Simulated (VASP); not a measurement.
Here is a VASP 6.6.1 calculation.

INCAR

```
PREC = Accurate
ENCUT = 520
EDIFF = 1E-7
ISMEAR = 0
SIGMA = 0.1
LREAL = F
LASPH = T
NELM = 60
ALGO = Normal
ISIF = 2
LWAVE = F
LCHARG = T
GGA = PE
LELF = T
LVHAR = T
NBANDS = 15
```

KPOINTS

```
Automatic mesh
0
Gamma
  6 6 6
```

Contents of POSCAR:

```
ZrC
1.0
    0.0000000000      2.3502100000      2.3502100000
    2.3502100000      0.0000000000      2.3502100000
    2.3502100000      2.3502100000      0.0000000000
Zr C
1 1
Direct
    0.5000000000      0.5000000000      0.5000000000
    0.0000000000      0.0000000000      0.0000000000
```

Potentials or basis: VASP PAW PBE potentials, release 64 (Zr_sv, C).

Launch:

```sh
$ cat potpaw_PBE.64/Zr_sv/POTCAR potpaw_PBE.64/C/POTCAR > POTCAR
$ mpirun -np 1 vasp_std > vasp.out
```

**Question.** Estimate the pressure.

**Answer.** 1.5 GPa.

**Question.** What does it give for the band gap on the k mesh?

**Answer.** Zero (band 8 reaches 10.56 eV, above the bottom of band 9 at 9.36 eV).

Caveat: the k points lie up to 0.39 Å⁻¹ apart.
